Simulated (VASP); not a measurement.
# Na in VASP: notebook, part 2 of 3

VASP 6.6.1. The steps go on from the part before.

### Step 3. Electric field gradients, PBE (zz strain of +3 %)

File INCAR:

```
SYSTEM = Na
PREC = Accurate
ENCUT = 520
EDIFF = 1E-8
ISMEAR = -1
SIGMA = 0.05
LREAL = .FALSE.
LASPH = .TRUE.
NELM = 100
ALGO = Normal
ISIF = 2
LWAVE = .FALSE.
LCHARG = .FALSE.
GGA = PE
LEFG = .TRUE.
NBANDS = 14
```

File KPOINTS:

```
Automatic mesh
0
G
  13 13 7
  0 0 0
```

File POSCAR:

```
Na
1.0
    3.7670009976      0.0000000000      0.0000000000
   -1.8835004988      3.2623185600      0.0000000000
    0.0000000000      0.0000000000      6.3386200000
Na
2
Direct
    0.3333333333      0.6666666667      0.2500000000
    0.6666666667      0.3333333333      0.7500000000
```

Potentials or basis: VASP PAW PBE potentials, release 64 (Na_pv).

Launch:

```sh
$ cat potpaw_PBE.64/Na_pv/POTCAR > POTCAR
$ mpirun -np 1 vasp_std > vasp.out
```

OUTCAR:

```text
SYSTEM = Na
   PREC = Accurate
   ENCUT = 520
   EDIFF = 1E-8
   ISMEAR = -1
   LREAL = .FALSE.
   LASPH = .TRUE.
   NELM = 100
   ISIF = 2
   GGA = PE

 ion  position               nearest neighbor table
   1  0.333  0.667  0.250-
   2  0.667  0.333  0.750-

  LATTYP: Found a hexagonal cell.
 ALAT       =     3.7670009976
 C/A-ratio  =     1.6826701145

  Lattice vectors:

 A1 = (   3.7670009976,   0.0000000000,   0.0000000000)
 A2 = (  -1.8835004988,   3.2623185600,   0.0000000000)
 A3 = (   0.0000000000,   0.0000000000,   6.3386200000)

Analysis of symmetry for initial positions (statically):
=====================================================================
 Subroutine PRICEL returns:
 Original cell was already a primitive cell.

 Routine SETGRP: Setting up the symmetry group for a
 hexagonal supercell.

 Subroutine GETGRP returns: Found 24 space group operations
 (whereof 12 operations were pure point group operations)
 out of a pool of 24 trial point group operations.

The static configuration has the point symmetry D_3d.
 The point group associated with its full space group is D_6h.

Analysis of symmetry for dynamics (positions and initial velocities):
=====================================================================
 Subroutine PRICEL returns:
 Original cell was already a primitive cell.

 Routine SETGRP: Setting up the symmetry group for a
 hexagonal supercell.

 Subroutine GETGRP returns: Found 24 space group operations
 (whereof 12 operations were pure point group operations)
 out of a pool of 24 trial point group operations.

The dynamic configuration has the point symmetry D_3d.
 The point group associated with its full space group is D_6h.

 Subroutine INISYM returns: Found 24 space group operations
 (whereof 12 operations are pure point group operations),
 and found     1 'primitive' translations

----------------------------------------------------------------------------------------

                                     Primitive cell

  volume of cell :      77.8963

  direct lattice vectors                    reciprocal lattice vectors
     3.767000998  0.000000000  0.000000000     0.265463163  0.153265229  0.000000000
    -1.883500499  3.262318560  0.000000000     0.000000000  0.306530457  0.000000000
     0.000000000  0.000000000  6.338620000     0.000000000  0.000000000  0.157763046

  length of vectors
     3.767000998  3.767000998  6.338620000     0.306530457  0.306530457  0.157763046

  position of ions in fractional coordinates (direct lattice)
     0.333333333  0.666666667  0.250000000
     0.666666667  0.333333333  0.750000000

  ion indices of the primitive-cell ions
   primitive index   ion index
                 1           1
                 2           2

----------------------------------------------------------------------------------------

 KPOINTS: Automatic mesh
[... 78 lines left out ...]
   PSTRESS=    0.0 pullay stress
   NELECT =      14.0000    total number of electrons
   NUPDOWN=      -1.0000    fix difference up-down
   EMIN   =  10.00;   EMAX   =-10.00  energy-range for DOS
   EFERMI =   0.00;   METHOD = LEGACY
   ISMEAR =    -1;   SIGMA  =   0.05  broadening in eV -4-tet -1-fermi 0-gaus
   EFERMI_NEDOS =   21; number of points for ismear=-14 and -15
   IALGO  =     38    algorithm
   IMIX   =      4    mixing-type and parameters
     AMIX     =   0.40;   BMIX     =  1.00
     AMIX_MAG =   1.60;   BMIX_MAG =  1.00
  volume/ion in A,a.u.               =      38.95       262.84
  Fermi-wavevector in a.u.,A,eV,Ry     =   0.923872  1.745865 11.613115  0.853540
  Thomas-Fermi vector in A             =   2.049556
   LORBIT       =      0    0 simple, 1 ext, 2 COOP (PROOUT), +10 PAW based schemes
   GGA     = PE    functional components
   LHFCALC =     F    Hartree Fock is set to
   AEXX    =    0.0000 exact exchange contribution
   IVDW    =     0    specifies the selected vdW correction
   LEPSILON=     F    determine dielectric tensor
   LRPA    =     F    only Hartree local field effects (RPA)
 non-spin polarized calculation
  energy-cutoff  :      520.00
  volume of cell :       77.90
 maximum number of plane-waves:      2111
 NGX is ok and might be reduce to    28
   NGX = 13   NGY = 13   NGZ = 23

 number of electron      14.0000003 magnetization

 Free energy of the ion-electron system (eV)
  ---------------------------------------------------
  ext. energy  EPLUGINS =         0.00000000
  ---------------------------------------------------
  free energy    TOTEN  =        -2.62135098 eV

  energy without entropy =       -2.61420518  energy(sigma->0) =       -2.61777808

 E-fermi :   0.1933     XC(G=0):  -6.3744

 val. band max:        0.1195512111   @ k =   0.3077   0.2308   0.0000
 cond. band min:       0.1938465673   @ k =   0.3077   0.2308   0.1429
 fundamental gap:      0.0742953563
 Fermi energy:         0.1933303960

 k-point     1 :       0.0000    0.0000    0.0000
  band No.  band energies     occupation
      1     -24.7727      2.00000
      2     -24.7505      2.00000
      3     -24.7505      2.00000
      4     -24.7470      2.00000
      5     -24.7470      2.00000
      6     -24.7459      2.00000
      7      -2.9861      2.00000
      8       0.6178      0.00041
      9       0.9249      0.00000
     10      10.1377      0.00000
     11      10.1377      0.00000
     12      10.2988      0.00000
     13      10.4731      0.00000
     14      10.4731      0.00000
[... 377 lines left out ...]
      1     -24.7696      2.00000
      2     -24.7554      2.00000
      3     -24.7530      2.00000
      4     -24.7519      2.00000
      5     -24.7482      2.00000
      6     -24.7473      2.00000
      7      -2.5632      2.00000
      8       0.1106      1.67877
      9       2.2126      0.00000
     10       6.9466      0.00000
     11       8.8071      0.00000
     12       8.8319      0.00000
     13       9.3329      0.00000
     14      10.2537      0.00000

 [... further k-points ...]
[... 5 lines left out ...]
  --------------------------------------------------------------------------------------
  -------------------------------------------------------------------------------------
  Total       -0.1386230     -0.1386230     -0.2350517      0.0000000      0.0000000      0.0000000
  in kB       -2.8512097     -2.8512097     -4.8345629      0.0000000      0.0000000      0.0000000
  external PRESSURE =      -3.5123274 kB  Pullay stress =       0.0000000 kB

 VOLUME and BASIS-vectors are now :
 -----------------------------------------------------------------------------
  energy-cutoff  :      520.00
  volume of cell :       77.90
      direct lattice vectors                 reciprocal lattice vectors
     3.767000998  0.000000000  0.000000000     0.265463163  0.153265229  0.000000000
    -1.883500499  3.262318560  0.000000000     0.000000000  0.306530457  0.000000000
     0.000000000  0.000000000  6.338620000     0.000000000  0.000000000  0.157763046

 POSITION                                       TOTAL-FORCE (eV/Angst)
 -----------------------------------------------------------------------------------
     -0.00000      2.17488      1.58465        -0.000000      0.000000      0.000000
      1.88350      1.08744      4.75396         0.000000     -0.000000     -0.000000
 -----------------------------------------------------------------------------------
    total drift:                               -0.000000      0.000000      0.000000

  FREE ENERGIE OF THE ION-ELECTRON SYSTEM (eV)
  ---------------------------------------------------
  free  energy   TOTEN  =        -2.6213509786 eV

  energy  without entropy=       -2.6142051764  energy(sigma->0) =       -2.61777808

 Electric field gradients (V/A^2)
---------------------------------------------------------------------
 ion       V_xx      V_yy      V_zz      V_xy      V_xz      V_yz
---------------------------------------------------------------------
   1       0.229     0.231    -0.460     0.002     0.000    -0.000
   2       0.229     0.231    -0.460     0.002    -0.000     0.000
---------------------------------------------------------------------

 Electric field gradients after diagonalization (V/A^2)
 (convention: |V_zz| > |V_xx| > |V_yy|)
----------------------------------------------------------------------
 ion       V_xx      V_yy      V_zz     asymmetry (V_yy - V_xx)/ V_zz
----------------------------------------------------------------------
   1       0.232     0.228    -0.460       0.011
   2       0.232     0.228    -0.460       0.011
----------------------------------------------------------------------

           NMR quadrupolar parameters

 Cq : quadrupolar parameter    Cq=e*Q*V_zz/h
 eta: asymmetry parameters     (V_yy - V_xx)/ V_zz
 Q  : nuclear electric quadrupole moment in mb (millibarn)
----------------------------------------------------------------------
 ion       Cq(MHz)       eta       Q (mb)
----------------------------------------------------------------------
   1      -0.001       0.011       1.000
   2      -0.001       0.011       1.000
----------------------------------------------------------------------
```

OSZICAR:

```text
N       E                     dE             d eps       ncg     rms          rms(c)
DAV:   1     0.993190279846E+02    0.99319E+02   -0.75503E+03  2352   0.947E+02
DAV:   2     0.139667311295E+01   -0.97922E+02   -0.96933E+02  2466   0.274E+02
DAV:   3    -0.256529414747E+01   -0.39620E+01   -0.39586E+01  2970   0.629E+01
DAV:   4    -0.262122175477E+01   -0.55928E-01   -0.55926E-01  2672   0.806E+00
DAV:   5    -0.262244033230E+01   -0.12186E-02   -0.12185E-02  2964   0.122E+00    0.282E-01
DAV:   6    -0.262182800164E+01    0.61233E-03   -0.10122E-03  2918   0.394E-01    0.190E-01
DAV:   7    -0.262136968495E+01    0.45832E-03   -0.18108E-03  3186   0.457E-01    0.225E-02
DAV:   8    -0.262135083992E+01    0.18845E-04   -0.12926E-04  3054   0.194E-01    0.422E-03
DAV:   9    -0.262135091263E+01   -0.72705E-07   -0.23745E-06  2898   0.241E-02    0.194E-03
DAV:  10    -0.262135097484E+01   -0.62216E-07   -0.27758E-07  2760   0.629E-03    0.223E-04
DAV:  11    -0.262135097860E+01   -0.37583E-08   -0.72464E-09  2302   0.117E-03
   1 F= -.26213510E+01 E0= -.26177781E+01  d E =-.714580E-02
```

stdout:

```text
POSCAR found type information on POSCAR Na
 POSCAR found :  1 types and       2 ions
 scaLAPACK will be used
 LDA part: xc-table for (Slater+PW92), standard interpolation
 POSCAR, INCAR and KPOINTS ok, starting setup
 FFT: planning ... GRIDC
 FFT: planning ... GRID_SOFT
 FFT: planning ... GRID
 WAVECAR not read
 entering main loop
ion   1

ion   2
```

Wall time 47 s (1 thread of AMD EPYC 7R43 (Zen 3), shared host); peak memory 0.18 GiB.

Results:

- Free energy: -2.6214 eV
- Pressure: -0.4 GPa
- Band gap on the k mesh: zero (bands 7 and 8 overlap by 3.37 eV)
- Largest electric field gradient by atom: Na -0.5 V/Å²

Electric field gradients, principal values (V/Å²):
| atom | least | middle | greatest (by size) |
| --- | --- | --- | --- |
| 1 Na | 0.228 | 0.232 | -0.460 |
| 2 Na | 0.228 | 0.232 | -0.460 |

Caveat: the cell differs from its parent crystal (zz strain of +3 %); without QUAD_EFG the Cq values of the log hold for a quadrupole moment of 1 mb, not for the nuclei.

### Step 4. Electric field gradients, PBE (zz strain of +3 %)

File INCAR:

```
PREC = Accurate
ENCUT = 520
EDIFF = 1E-8
ISMEAR = -1
SIGMA = 0.05
LREAL = F
LASPH = T
NELM = 60
ALGO = Normal
ISIF = 2
LWAVE = F
LCHARG = F
GGA = PE
LEFG = T
NBANDS = 14
```

File KPOINTS:

```
Automatic mesh
0
Gamma
  13 13 7
```

POSCAR is that of step 3.

Potentials or basis: VASP PAW PBE potentials, release 64 (Na_pv).

Launch:

```sh
$ cat potpaw_PBE.64/Na_pv/POTCAR > POTCAR
$ mpirun -np 1 vasp_std > vasp.out
```

OUTCAR:

```text
PREC = Accurate
   ENCUT = 520
   EDIFF = 1E-8
   ISMEAR = -1
   LREAL = F
   LASPH = T
   NELM = 60
   ISIF = 2
   GGA = PE

 ion  position               nearest neighbor table
   1  0.333  0.667  0.250-
   2  0.667  0.333  0.750-

  LATTYP: Found a hexagonal cell.
 ALAT       =     3.7670009976
 C/A-ratio  =     1.6826701145

  Lattice vectors:

 A1 = (   3.7670009976,   0.0000000000,   0.0000000000)
 A2 = (  -1.8835004988,   3.2623185600,   0.0000000000)
 A3 = (   0.0000000000,   0.0000000000,   6.3386200000)

[... 620 lines left out ...]
  ---------------------------------------------------
  free  energy   TOTEN  =        -2.6213509786 eV

  energy  without entropy=       -2.6142051764  energy(sigma->0) =       -2.61777808

 Electric field gradients (V/A^2)
---------------------------------------------------------------------
 ion       V_xx      V_yy      V_zz      V_xy      V_xz      V_yz
---------------------------------------------------------------------
   1       0.229     0.231    -0.460     0.002     0.000    -0.000
   2       0.229     0.231    -0.460     0.002    -0.000     0.000
---------------------------------------------------------------------

 Electric field gradients after diagonalization (V/A^2)
 (convention: |V_zz| > |V_xx| > |V_yy|)
----------------------------------------------------------------------
 ion       V_xx      V_yy      V_zz     asymmetry (V_yy - V_xx)/ V_zz
----------------------------------------------------------------------
   1       0.232     0.228    -0.460       0.011
   2       0.232     0.228    -0.460       0.011
----------------------------------------------------------------------

           NMR quadrupolar parameters

 Cq : quadrupolar parameter    Cq=e*Q*V_zz/h
 eta: asymmetry parameters     (V_yy - V_xx)/ V_zz
 Q  : nuclear electric quadrupole moment in mb (millibarn)
----------------------------------------------------------------------
 ion       Cq(MHz)       eta       Q (mb)
----------------------------------------------------------------------
   1      -0.001       0.011       1.000
   2      -0.001       0.011       1.000
----------------------------------------------------------------------
```

OSZICAR:

```text
N       E                     dE             d eps       ncg     rms          rms(c)
DAV:   1     0.993190279846E+02    0.99319E+02   -0.75503E+03  2352   0.947E+02
DAV:   2     0.139667311295E+01   -0.97922E+02   -0.96933E+02  2466   0.274E+02
DAV:   3    -0.256529414747E+01   -0.39620E+01   -0.39586E+01  2970   0.629E+01
DAV:   4    -0.262122175477E+01   -0.55928E-01   -0.55926E-01  2672   0.806E+00
DAV:   5    -0.262244033230E+01   -0.12186E-02   -0.12185E-02  2964   0.122E+00    0.282E-01
DAV:   6    -0.262182800164E+01    0.61233E-03   -0.10122E-03  2918   0.394E-01    0.190E-01
DAV:   7    -0.262136968495E+01    0.45832E-03   -0.18108E-03  3186   0.457E-01    0.225E-02
DAV:   8    -0.262135083992E+01    0.18845E-04   -0.12926E-04  3054   0.194E-01    0.422E-03
DAV:   9    -0.262135091263E+01   -0.72705E-07   -0.23745E-06  2898   0.241E-02    0.194E-03
DAV:  10    -0.262135097484E+01   -0.62216E-07   -0.27758E-07  2760   0.629E-03    0.223E-04
DAV:  11    -0.262135097860E+01   -0.37583E-08   -0.72464E-09  2302   0.117E-03
   1 F= -.26213510E+01 E0= -.26177781E+01  d E =-.714580E-02
```

stdout:

```text
POSCAR found type information on POSCAR Na
 POSCAR found :  1 types and       2 ions
 scaLAPACK will be used
 LDA part: xc-table for (Slater+PW92), standard interpolation
 POSCAR, INCAR and KPOINTS ok, starting setup
 FFT: planning ... GRIDC
 FFT: planning ... GRID_SOFT
 FFT: planning ... GRID
 WAVECAR not read
 entering main loop
ion   1

ion   2
```

Run time: 48 s. Hardware: 1 thread of AMD EPYC 7R43 (Zen 3), shared host; peak memory 0.18 GiB.

What came out:

- Free energy: -2.6214 eV
- Pressure: -0.4 GPa
- Band gap on the k mesh: zero (bands 7 and 8 overlap by 3.37 eV)
- Largest electric field gradient by atom: Na -0.5 V/Å²

Stress tensor (GPa, compression positive):
```
-0.29  0.00  0.00
 0.00 -0.29  0.00
 0.00  0.00 -0.48
```

Electric field gradients, principal values (V/Å²):
```tsv
atom	least	middle	greatest (by size)
1 Na	0.228	0.232	-0.460
2 Na	0.228	0.232	-0.460
```

Caveat: the cell differs from its parent crystal (zz strain of +3 %); without QUAD_EFG the Cq values of the log hold for a quadrupole moment of 1 mb, not for the nuclei.

(Part 2 of 3 ends here.)
